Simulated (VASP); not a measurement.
# BN (P6_3/mmc) in VASP: notebook

Runs on BN. Level: PBEsol. Tasks: single point.

Program: VASP 6.6.1. These are calculated values, not measurements. Logs are shortened: lines on timing, memory, paths and dates and some standing lists are left out, and cuts for length are marked.

## (1) The cell of the first run

Symmetry: P6_3/mmc, No. 194, hexagonal system. Conventional cell: a = 2.443 Å, b = 2.443 Å, c = 7.032 Å, α = 90.00°, β = 90.00°, γ = 120.00°. B (site symmetry -6m2) has 3 N at 1.41 Å within 1.9 Å. N (site symmetry -6m2) has 3 B at 1.41 Å within 1.9 Å.

## (2) Single point, PBEsol (volume 9.089 Å^3 an atom, c/a of the conventional cell 2.8780)

The input, INCAR:

```
SYSTEM = BN
PREC = Accurate
ENCUT = 520
EDIFF = 1E-6
ISMEAR = 0
SIGMA = 0.05
LREAL = .FALSE.
LASPH = .TRUE.
NELM = 60
ALGO = Normal
ISIF = 2
LWAVE = .FALSE.
LCHARG = .TRUE.
GGA = PS
LELF = .TRUE.
LVHAR = .TRUE.
NBANDS = 16
```

The input, KPOINTS:

```
regular mesh
0
G
  12 12 4
  0 0 0
```

The input, POSCAR:

```
BN
1.0
    2.4433455487      0.0000000000      0.0000000000
   -1.2216727744      2.1159993154      0.0000000000
    0.0000000000      0.0000000000      7.0319484891
B N
2 2
Direct
    0.3333333333      0.6666666667      0.2500000000
    0.6666666667      0.3333333333      0.7500000000
    0.3333333333      0.6666666667      0.7500000000
    0.6666666667      0.3333333333      0.2500000000
```

Potentials or basis: VASP PAW PBE potentials, release 64 (B, N).

On the command line:

```sh
$ cat potpaw_PBE.64/B/POTCAR potpaw_PBE.64/N/POTCAR > POTCAR
$ mpirun -np 1 vasp_std > vasp.out
```

OUTCAR:

```text
SYSTEM = BN
   PREC = Accurate
   ENCUT = 520
   EDIFF = 1E-6
   ISMEAR = 0
   LREAL = .FALSE.
   LASPH = .TRUE.
   NELM = 60
   ISIF = 2
   GGA = PS

 ion  position               nearest neighbor table
   1  0.333  0.667  0.250-   4 1.41   4 1.41   4 1.41
   2  0.667  0.333  0.750-   3 1.41   3 1.41   3 1.41
   3  0.333  0.667  0.750-   2 1.41   2 1.41   2 1.41
   4  0.667  0.333  0.250-   1 1.41   1 1.41   1 1.41

  LATTYP: Found a hexagonal cell.
 ALAT       =     2.4433455487
 C/A-ratio  =     2.8780000000

  Lattice vectors:

 A1 = (   2.4433455487,   0.0000000000,   0.0000000000)
 A2 = (  -1.2216727744,   2.1159993154,   0.0000000000)
 A3 = (   0.0000000000,   0.0000000000,   7.0319484891)

Analysis of symmetry for initial positions (statically):
=====================================================================
 Subroutine PRICEL returns:
 Original cell was already a primitive cell.

 Routine SETGRP: Setting up the symmetry group for a
 hexagonal supercell.

 Subroutine GETGRP returns: Found 24 space group operations
 (whereof 12 operations were pure point group operations)
 out of a pool of 24 trial point group operations.

The static configuration has the point symmetry D_3d.
 The point group associated with its full space group is D_6h.

Analysis of symmetry for dynamics (positions and initial velocities):
=====================================================================
 Subroutine PRICEL returns:
 Original cell was already a primitive cell.

 Routine SETGRP: Setting up the symmetry group for a
 hexagonal supercell.

 Subroutine GETGRP returns: Found 24 space group operations
 (whereof 12 operations were pure point group operations)
 out of a pool of 24 trial point group operations.

The dynamic configuration has the point symmetry D_3d.
 The point group associated with its full space group is D_6h.

 Subroutine INISYM returns: Found 24 space group operations
 (whereof 12 operations are pure point group operations),
 and found     1 'primitive' translations

----------------------------------------------------------------------------------------

                                     Primitive cell

  volume of cell :      36.3560

  direct lattice vectors                    reciprocal lattice vectors
     2.443345549  0.000000000  0.000000000     0.409274898  0.236294972  0.000000000
    -1.221672774  2.115999315  0.000000000     0.000000000  0.472589945  0.000000000
     0.000000000  0.000000000  7.031948489     0.000000000  0.000000000  0.142208095

  length of vectors
     2.443345549  2.443345549  7.031948489     0.472589945  0.472589945  0.142208095

  position of ions in fractional coordinates (direct lattice)
     0.333333333  0.666666667  0.250000000
     0.666666667  0.333333333  0.750000000
     0.333333333  0.666666667  0.750000000
     0.666666667  0.333333333  0.250000000

  ion indices of the primitive-cell ions
   primitive index   ion index
                 1           1
                 2           2
                 3           3
                 4           4

----------------------------------------------------------------------------------------

 KPOINTS: regular mesh

Automatic generation of k-mesh.
 Grid dimensions read from file:
 generate k-points for:   12   12    4

 Generating k-lattice:

  Cartesian coordinates                     Fractional coordinates (reciprocal lattice)
     0.034106241  0.019691248  0.000000000     0.083333333  0.000000000  0.000000000
     0.000000000  0.039382495  0.000000000     0.000000000  0.083333333  0.000000000
     0.000000000  0.000000000  0.035552024     0.000000000  0.000000000  0.250000000

  Length of vectors
     0.039382495  0.039382495  0.035552024

  Shift w.r.t. Gamma in fractional coordinates (k-lattice)
     0.000000000  0.000000000  0.000000000

 Subroutine IBZKPT returns following result:
 ===========================================

 Found     57 irreducible k-points:

 Following reciprocal coordinates:
            Coordinates               Weight
  0.000000  0.000000  0.000000      1.000000
  0.083333  0.000000  0.000000      6.000000
  0.166667  0.000000  0.000000      6.000000
  0.250000  0.000000  0.000000      6.000000
  0.333333  0.000000  0.000000      6.000000
  0.416667  0.000000  0.000000      6.000000
[... 16 lines left out ...]
  0.250000  0.000000  0.250000     12.000000
  0.333333  0.000000  0.250000     12.000000
 [... further k-points ...]
   k-points           NKPTS =     57   k-points in BZ     NKDIM =     57   number of bands    NBANDS=     16
   number of dos      NEDOS =    301   number of ions     NIONS =      4
   total plane-waves  NPLWV =  17496
   dimension x,y,z NGX =    18 NGY =   18 NGZ =   54
   dimension x,y,z NGXF=    36 NGYF=   36 NGZF=  108
   ions per type =               2   2
   NGX,Y,Z   is equivalent  to a cutoff of  12.25, 12.25, 12.77 a.u.
   NGXF,Y,Z  is equivalent  to a cutoff of  24.49, 24.49, 25.53 a.u.
 SYSTEM =  BN
   PREC   = accura    normal or accurate (medium, high low for compatibility)
   ISTART =      0    job   : 0-new  1-cont  2-samecut
   ICHARG =      2    charge: 1-file 2-atom 10-const
   ISPIN  =      1    spin polarized calculation?
   LNONCOLLINEAR =      F non collinear calculations
   LSORBIT =      F    spin-orbit coupling
   LASPH  =      T    aspherical Exc in radial PAW
   ENCUT  =  520.0 eV  38.22 Ry    6.18 a.u.   4.54  4.54 13.07*2*pi/ulx,y,z
   NELM   =     60;   NELMIN=  2; NELMDL= -5     # of ELM steps
   EDIFF  = 0.1E-05   stopping-criterion for ELM
   LREAL  =      F    real-space projection
   EDIFFG = 0.1E-04   stopping-criterion for IOM
   NSW    =      0    number of steps for IOM
   IBRION =     -1    ionic relax: 0-MD 1-quasi-New 2-CG
   NFREE  =      0    steps in history (QN), initial steepest desc. (CG)
   ISIF   =      2    stress and relaxation
   ISYM   =      2    0-nonsym 1-usesym 2-fastsym
   POTIM  = 0.5000    time-step for ionic-motion
   TEBEG  =    0.0;   TEEND  =   0.0 temperature during run
   PSTRESS=    0.0 pullay stress
   NELECT =      16.0000    total number of electrons
   NUPDOWN=      -1.0000    fix difference up-down
   EMIN   =  10.00;   EMAX   =-10.00  energy-range for DOS
   EFERMI =   0.00;   METHOD = LEGACY
   ISMEAR =     0;   SIGMA  =   0.05  broadening in eV -4-tet -1-fermi 0-gaus
   EFERMI_NEDOS =   21; number of points for ismear=-14 and -15
   IALGO  =     38    algorithm
   IMIX   =      4    mixing-type and parameters
     AMIX     =   0.40;   BMIX     =  1.00
     AMIX_MAG =   1.60;   BMIX_MAG =  1.00
  volume/ion in A,a.u.               =       9.09        61.34
  Fermi-wavevector in a.u.,A,eV,Ry     =   1.245249  2.353179 21.097800  1.550645
  Thomas-Fermi vector in A             =   2.379479
   LORBIT       =      0    0 simple, 1 ext, 2 COOP (PROOUT), +10 PAW based schemes
   GGA     = PS    functional components
   LHFCALC =     F    Hartree Fock is set to
   AEXX    =    0.0000 exact exchange contribution
   IVDW    =     0    specifies the selected vdW correction
   LEPSILON=     F    determine dielectric tensor
   LRPA    =     F    only Hartree local field effects (RPA)
 non-spin polarized calculation
 Gauss-broadening in eV      SIGMA  =   0.05
  energy-cutoff  :      520.00
  volume of cell :       36.36
 maximum number of plane-waves:      1002
   NGX =  9   NGY =  9   NGZ = 27

 number of electron      16.0000002 magnetization

 Free energy of the ion-electron system (eV)
  ---------------------------------------------------
  ext. energy  EPLUGINS =         0.00000000
  ---------------------------------------------------
  free energy    TOTEN  =       -36.40924746 eV

  energy without entropy =      -36.40924746  energy(sigma->0) =      -36.40924746

 E-fermi :   2.2801     XC(G=0): -10.0566

 val. band max:        2.0556710606   @ k =   0.3333   0.3333   0.5000
 cond. band min:       6.4371991652   @ k =   0.5000   0.0000   0.0000
 fundamental gap:      4.3815281047
 Fermi energy:         2.2800712345

 k-point     1 :       0.0000    0.0000    0.0000
  band No.  band energies     occupation
      1     -16.1000      2.00000
      2     -15.9118      2.00000
      3      -4.3775      2.00000
      4      -2.7897      2.00000
      5       0.8399      2.00000
      6       0.8399      2.00000
[... 8 lines left out ...]
     15      14.9501      0.00000
     16      15.8270      0.00000

 k-point     2 :       0.0833    0.0000    0.0000
  band No.  band energies     occupation
      1     -15.9568      2.00000
      2     -15.7719      2.00000
      3      -4.1797      2.00000
      4      -2.6066      2.00000
      5       0.2632      2.00000
      6       0.2752      2.00000
[... 8 lines left out ...]
     15      15.3064      0.00000
     16      15.3731      0.00000

 k-point     3 :       0.1667    0.0000    0.0000
  band No.  band energies     occupation
      1     -15.5347      2.00000
      2     -15.3595      2.00000
      3      -3.5934      2.00000
      4      -2.0672      2.00000
      5      -1.2080      2.00000
      6      -1.1936      2.00000
[... 8 lines left out ...]
     15      16.5785      0.00000
     16      16.6480      0.00000

 k-point     4 :       0.2500    0.0000    0.0000
  band No.  band energies     occupation
      1     -14.8592      2.00000
      2     -14.7005      2.00000
      3      -3.0894      2.00000
      4      -3.0619      2.00000
      5      -2.6443      2.00000
      6      -1.2068      2.00000
[... 8 lines left out ...]
     15      17.6522      0.00000
     16      19.0264      0.00000
[... 324 lines left out ...]
 k-point    22 :       0.1667    0.0000    0.2500
  band No.  band energies     occupation
      1     -15.5099      2.00000
      2     -15.3860      2.00000
      3      -3.4035      2.00000
      4      -2.3371      2.00000
      5      -1.2025      2.00000
      6      -1.1893      2.00000
[... 8 lines left out ...]
     15      16.5885      0.00000
     16      16.6378      0.00000

 k-point    23 :       0.2500    0.0000    0.2500
  band No.  band energies     occupation
      1     -14.8367      2.00000
      2     -14.7245      2.00000
      3      -3.0944      2.00000
      4      -3.0703      2.00000
      5      -2.4516      2.00000
      6      -1.4475      2.00000
[... 8 lines left out ...]
     15      18.9143      0.00000
     16      19.0366      0.00000

 k-point    24 :       0.3333    0.0000    0.2500
  band No.  band energies     occupation
      1     -13.9774      2.00000
      2     -13.8838      2.00000
      3      -4.9754      2.00000
      4      -4.9454      2.00000
      5      -1.5871      2.00000
      6      -1.5649      2.00000
[... 8 lines left out ...]
     15      19.1965      0.00000
     16      21.0976      0.00000

 [... further k-points ...]
[... 5 lines left out ...]
  --------------------------------------------------------------------------------------
  -------------------------------------------------------------------------------------
  Total        6.4880808      6.4880808     -0.0199482     -0.0000000      0.0000000      0.0000000
  in kB      285.9240816    285.9240816     -0.8791018     -0.0000000      0.0000000      0.0000000
  external PRESSURE =     190.3230204 kB  Pullay stress =       0.0000000 kB

 VOLUME and BASIS-vectors are now :
 -----------------------------------------------------------------------------
  energy-cutoff  :      520.00
  volume of cell :       36.36
      direct lattice vectors                 reciprocal lattice vectors
     2.443345549  0.000000000  0.000000000     0.409274898  0.236294972  0.000000000
    -1.221672774  2.115999315  0.000000000     0.000000000  0.472589945  0.000000000
     0.000000000  0.000000000  7.031948489     0.000000000  0.000000000  0.142208095

 POSITION                                       TOTAL-FORCE (eV/Angst)
 -----------------------------------------------------------------------------------
     -0.00000      1.41067      1.75799        -0.000000     -0.000000      0.000000
      1.22167      0.70533      5.27396         0.000000      0.000000      0.000000
     -0.00000      1.41067      5.27396        -0.000000      0.000000      0.000000
      1.22167      0.70533      1.75799         0.000000      0.000000      0.000000
 -----------------------------------------------------------------------------------
    total drift:                                0.000000     -0.000000      0.000000

  FREE ENERGIE OF THE ION-ELECTRON SYSTEM (eV)
  ---------------------------------------------------
  free  energy   TOTEN  =       -36.4092474580 eV

  energy  without entropy=      -36.4092474580  energy(sigma->0) =      -36.40924746
```

Run time: 18 s. Hardware: 1 thread of AMD EPYC 7R13 (Zen 3), shared host; peak memory 0.12 GiB.

Results:

```
Free energy            : -36.4092 eV
Pressure               : 19.0 GPa
Band gap on the k mesh : 4.38 eV, indirect (least direct gap 4.78 eV)
```

Caveat: the PAW data sets were made with another functional, which shifts forces and pressure a little; this functional lacks dispersion, which binds the layers, so the pressure and a relaxed spacing across them are unreliable. A k mesh can miss the band edges.

## (3) Single point, PBEsol (volume 9.089 Å^3 an atom, c/a of the conventional cell 3.1694)

The input, INCAR:

```
PREC = Accurate
ENCUT = 520
EDIFF = 1E-6
ISMEAR = 0
SIGMA = 0.05
LREAL = F
LASPH = T
NELM = 60
ALGO = Normal
ISIF = 2
LWAVE = F
LCHARG = T
GGA = PS
LELF = T
LVHAR = T
NBANDS = 16
```

The input, KPOINTS:

```
Automatic mesh
0
Gamma
  12 12 4
```

The input, POSCAR:

```
BN
1.0
    2.3660439262      0.0000000000      0.0000000000
   -1.1830219631      2.0490541466      0.0000000000
    0.0000000000      0.0000000000      7.4989396197
B N
2 2
Direct
    0.3333333333      0.6666666667      0.2500000000
    0.6666666667      0.3333333333      0.7500000000
    0.3333333333      0.6666666667      0.7500000000
    0.6666666667      0.3333333333      0.2500000000
```

Potentials or basis: VASP PAW PBE potentials, release 64 (B, N).

On the command line:

```sh
$ cat potpaw_PBE.64/B/POTCAR potpaw_PBE.64/N/POTCAR > POTCAR
$ mpirun -np 1 vasp_std > vasp.out
```

It took 19 s on 1 thread of AMD EPYC 7R13 (Zen 3), shared host; peak memory 0.13 GiB.

It converged, with:

| Quantity | Value |
| --- | --- |
| Free energy | -35.6926 eV |
| Pressure | 46.6 GPa |
| Band gap on the k mesh | 4.35 eV, indirect (least direct gap 5.03 eV) |

Stress tensor (GPa, compression positive):
```
70.05  0.00  0.00
 0.00 70.05  0.00
 0.00  0.00 -0.43
```

Levels at points of the mesh, in eV from the valence-band top:
| k point | band 5 | band 6 | band 7 | band 8 | band 9 | band 10 | band 11 | band 12 |
| --- | --- | --- | --- | --- | --- | --- | --- | --- |
| (0.00, 0.00, 0.00) | -1.08 | -1.08 | -1.07 | -1.07 | 4.35 | 8.75 | 12.88 | 13.01 |
| (0.50, 0.00, 0.00) | -4.39 | -4.37 | -1.33 | -0.88 | 4.65 | 5.48 | 10.89 | 11.83 |
| (0.00, 0.00, 0.50) | -1.07 | -1.07 | -1.07 | -1.07 | 6.14 | 6.14 | 13.02 | 13.02 |
| (0.50, 0.00, 0.50) | -4.38 | -4.38 | -1.10 | -1.10 | 4.99 | 4.99 | 11.51 | 11.51 |

Caveat: the PAW data sets were made with another functional, which shifts forces and pressure a little; this functional lacks dispersion, which binds the layers, so the pressure and a relaxed spacing across them are unreliable.

## (4) Single point, PBEsol (volume 9.089 Å^3 an atom, c/a of the conventional cell 2.4903)

The input, INCAR:

```
SYSTEM = BN
PREC = Accurate
ENCUT = 520
EDIFF = 1E-6
ISMEAR = 0
SIGMA = 0.05
LREAL = .False.
LASPH = .True.
NELM = 100
ALGO = Normal
ISIF = 2
LWAVE = .False.
LCHARG = .False.
GGA = PS
NBANDS = 16
```

The input, KPOINTS:

```
Automatic mesh
0
Gamma
  12 12 4
  0 0 0
```

The input, POSCAR:

```
BN
1.0
    2.5640781914      0.0000000000      0.0000000000
   -1.2820390957      2.2205568510      0.0000000000
    0.0000000000      0.0000000000      6.3853239200
B N
2 2
Direct
    0.3333333333      0.6666666667      0.2500000000
    0.6666666667      0.3333333333      0.7500000000
    0.3333333333      0.6666666667      0.7500000000
    0.6666666667      0.3333333333      0.2500000000
```

On the command line:

```sh
$ cat potpaw_PBE.64/B/POTCAR potpaw_PBE.64/N/POTCAR > POTCAR
$ mpirun -np 1 vasp_std > vasp.out
```

Run time: 18 s. Hardware: 1 thread of AMD EPYC 7R13 (Zen 3), shared host; peak memory 0.13 GiB.

Results (log left out):

| Item | Value |
| --- | --- |
| Free energy | -36.4316 eV |
| Pressure | -14.9 GPa |
| Band gap on the k mesh | 3.95 eV, indirect (least direct gap 4.28 eV) |

Stress tensor (GPa, compression positive):
```
-23.20   0.00   0.00
  0.00 -23.20   0.00
  0.00   0.00   1.68
```

Levels at points of the mesh, in eV from the valence-band top:
| k point | band 6 | band 7 | band 8 | band 9 | band 10 | band 11 |
| --- | --- | --- | --- | --- | --- | --- |
| (0.00, 0.00, 0.00) | -1.44 | -1.38 | -1.38 | 5.22 | 10.25 | 10.84 |
| (0.50, 0.00, 0.00) | -3.99 | -1.61 | -0.32 | 3.95 | 5.58 | 8.80 |
| (0.00, 0.00, 0.50) | -1.41 | -1.41 | -1.41 | 7.72 | 7.72 | 10.93 |
| (0.50, 0.00, 0.50) | -4.05 | -0.92 | -0.92 | 4.44 | 4.44 | 9.10 |

Caveat: the PAW data sets were made with another functional, which shifts forces and pressure a little; this functional lacks dispersion, which binds the layers, so the pressure and a relaxed spacing across them are unreliable.

## (5) Single point, PBEsol (volume 9.089 Å^3 an atom, c/a of the conventional cell 2.6771)

The input, INCAR:

```
SYSTEM = BN
  PREC = Accurate
  ENCUT = 520
  EDIFF = 1E-7
  ISMEAR = 0
  SIGMA = 0.05
  LREAL = .FALSE.
  LASPH = .TRUE.
  NELM = 80
  ALGO = Normal
  ISIF = 2
  LWAVE = .FALSE.
  LCHARG = .TRUE.
  GGA = PS
  LELF = .TRUE.
  LVHAR = .TRUE.
  NBANDS = 16
```

The input, KPOINTS:

```
Automatic mesh
0
G
  12 12 4
  0 0 0
```

The input, POSCAR:

```
BN
1.0
    2.5029967728      0.0000000000      0.0000000000
   -1.2514983864      2.1676587909      0.0000000000
    0.0000000000      0.0000000000      6.7007726606
B N
2 2
Direct
    0.3333333333      0.6666666667      0.2500000000
    0.6666666667      0.3333333333      0.7500000000
    0.3333333333      0.6666666667      0.7500000000
    0.6666666667      0.3333333333      0.2500000000
```

On the command line:

```sh
$ cat potpaw_PBE.64/B/POTCAR potpaw_PBE.64/N/POTCAR > POTCAR
$ mpirun -np 1 vasp_std > vasp.out
```

Wall time 21 s (1 thread of AMD EPYC 7R13 (Zen 3), shared host); peak memory 0.13 GiB.

It converged, with:

```
Free energy            : -36.5668 eV
Pressure               : 1.0 GPa
Band gap on the k mesh : 4.19 eV, indirect (least direct gap 4.58 eV)
```

Stress tensor (GPa, compression positive):
```
1.17 0.00 0.00
0.00 1.17 0.00
0.00 0.00 0.58
```

Levels at points of the mesh, in eV from the valence-band top:
```tsv
k point	band 5	band 6	band 7	band 8	band 9	band 10	band 11	band 12
(0.00, 0.00, 0.00)	-1.30	-1.30	-1.27	-1.27	5.00	10.07	11.52	11.52
(0.50, 0.00, 0.00)	-4.14	-4.07	-1.44	-0.45	4.19	5.55	9.45	9.91
(0.00, 0.00, 0.50)	-1.29	-1.29	-1.29	-1.29	7.36	7.36	11.58	11.58
(0.50, 0.00, 0.50)	-4.10	-4.10	-0.93	-0.93	4.65	4.65	9.86	9.86
```

Caveat: the PAW data sets were made with another functional, which shifts forces and pressure a little; this functional lacks dispersion, which binds the layers, so the pressure and a relaxed spacing across them are unreliable.

## (6) Summary

```csv
cell,gap on the mesh (eV),pressure (GPa)
"a = 2.443, b = 2.443, c = 7.032 Å, angles 90.0, 90.0, 120.0°, 4 atoms",4.38,19.0
"a = 2.366, b = 2.366, c = 7.499 Å, angles 90.0, 90.0, 120.0°, 4 atoms",4.35,46.6
"a = 2.564, b = 2.564, c = 6.385 Å, angles 90.0, 90.0, 120.0°, 4 atoms",3.95,-14.9
"a = 2.503, b = 2.503, c = 6.701 Å, angles 90.0, 90.0, 120.0°, 4 atoms",4.19,1.0
```

Alike in all rows: task single point; level PBEsol; potentials or basis VASP PAW PBE potentials, release 64 (B, N); no spin polarisation; k mesh 12 × 12 × 4; cutoff (eV) 520; smearing gaussian 0.05 eV.

Caveats: the PAW data sets were made with another functional, which shifts forces and pressure a little; this functional lacks dispersion, which binds the layers, so the pressure and a relaxed spacing across them are unreliable.

Absolute energies hang on the potentials; compare differences alone.
